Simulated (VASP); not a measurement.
Set up this calculation in VASP 6.6.1, as the native input.

* Task: single point
* Functional: r2SCAN
* Potentials or basis: VASP PAW PBE potentials, release 64 (Cs_sv, Tl_d)
* Cutoff: 520 eV
* k mesh: 12 × 12 × 12
* Occupations: gaussian, width 0.1 eV
* Spin: no spin polarisation
* Dipole correction: no
* Further INCAR settings: ALGO = Normal; EDIFF = 1e-06; NBANDS = 18

Crystal: CsTl.

```
CELL_PARAMETERS angstrom
4.66360 0.00000 0.00000
0.00000 4.66360 0.00000
0.00000 0.00000 4.66360
ATOMIC_POSITIONS crystal
Cs 0.50000 0.50000 0.50000
Tl 0.00000 0.00000 0.00000
```

These files were run (other wordings do the same):

POSCAR

```
CsTl
1.0
    4.6635967755      0.0000000000      0.0000000000
    0.0000000000      4.6635967755      0.0000000000
    0.0000000000      0.0000000000      4.6635967755
Cs Tl
1 1
Direct
    0.5000000000      0.5000000000      0.5000000000
    0.0000000000      0.0000000000      0.0000000000
```

INCAR.step1

```
  ALGO = Normal
  EDIFF = 1E-4
  ENCUT = 520
  GGA = PE
  ISMEAR = 0
  LASPH = T
  LCHARG = F
  LREAL = F
  LWAVE = T
  NBANDS = 18
  NELM = 60
  PREC = Accurate
  SIGMA = 0.1
```

INCAR.step2

```
  ALGO = Normal
  EDIFF = 1E-6
  ENCUT = 520
  ISIF = 2
  ISMEAR = 0
  ISTART = 1
  LASPH = T
  LCHARG = F
  LMIXTAU = T
  LREAL = F
  LWAVE = F
  METAGGA = R2SCAN
  NBANDS = 18
  NELM = 60
  PREC = Accurate
  SIGMA = 0.1
```

KPOINTS

```
k-points
0
Gamma
  12 12 12
```

Potentials or basis: VASP PAW PBE potentials, release 64 (Cs_sv, Tl_d).

Run with:

```bash
$ cat potpaw_PBE.64/Cs_sv/POTCAR potpaw_PBE.64/Tl_d/POTCAR > POTCAR
$ cp INCAR.step1 INCAR
$ mpirun -np 1 vasp_std > vasp.out
$ cp INCAR.step2 INCAR
$ mpirun -np 1 vasp_std > vasp.out
```

It gave:

```json
{
 "Pressure": "-0.5 GPa",
 "Band gap on the k mesh": "zero (bands 11 and 12 overlap by 2.91 eV)"
}
```

Caveat: the PAW data sets were made with another functional, which shifts forces and pressure a little; spin-orbit coupling is left out, which moves the levels of the heavy elements.

Wall time 5.9 min on 1 thread of Intel(R) Xeon(R) Platinum 8375C CPU @ 2.90GHz (Ice Lake) (shared host), peak memory 0.32 GiB.
